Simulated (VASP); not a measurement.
Hf: single point with PBE

The system is Hf.

```
Hf
1.0
     3.29260    0.00000    0.00000
    -1.64630    2.85147    0.00000
     0.00000    0.00000    5.20953
Hf
2
Direct
  0.33333 0.66667 0.25000
  0.66667 0.33333 0.75000
```

This cell differs from its parent crystal: strain +0.030 along x and y, +0.030 along z.

```json
{
 "Program": "VASP 6.6.1",
 "Task": "single point",
 "Functional": "PBE",
 "Potentials or basis": "VASP PAW PBE potentials, release 64 (Hf_pv)",
 "Cutoff": "520 eV",
 "k mesh": "18 × 18 × 10",
 "Occupations": "gaussian, width 0.15 eV",
 "Spin": "no spin polarisation",
 "Dipole correction": "no",
 "Further INCAR settings": "ALGO = Fast; EDIFF = 1e-06; NBANDS = 17"
}
```

- Pressure: -8.0 GPa
- Band gap on the k mesh: zero (bands 10 and 11 overlap by 1.62 eV)

Stress tensor (GPa, compression positive):
```
-7.88  0.00  0.00
 0.00 -7.88  0.00
 0.00  0.00 -8.26
```

Levels at points of the mesh, in eV from the Fermi level:
| k point | band 8 | band 9 | band 10 | band 11 | band 12 | band 13 |
| --- | --- | --- | --- | --- | --- | --- |
| (0.00, 0.00, 0.00) | -3.45 | 0.37 | 1.14 | 1.14 | 1.39 | 1.87 |
| (0.50, 0.00, 0.00) | -2.45 | -1.96 | -0.91 | 0.76 | 0.79 | 1.52 |
| (0.00, 0.00, 0.50) | -5.25 | 0.17 | 0.17 | 1.04 | 1.04 | 1.04 |
| (0.50, 0.00, 0.50) | -3.14 | -0.86 | -0.86 | 0.92 | 0.92 | 2.45 |

Run time: 60 s on 1 thread of Intel(R) Xeon(R) 6975P-C (Granite Rapids) (shared host), peak memory 0.26 GiB.

Caveat: the cell differs from its parent crystal (strain +0.030 along x and y, +0.030 along z); the cell stands under tension; spin-orbit coupling is left out, which moves the levels of the heavy elements.
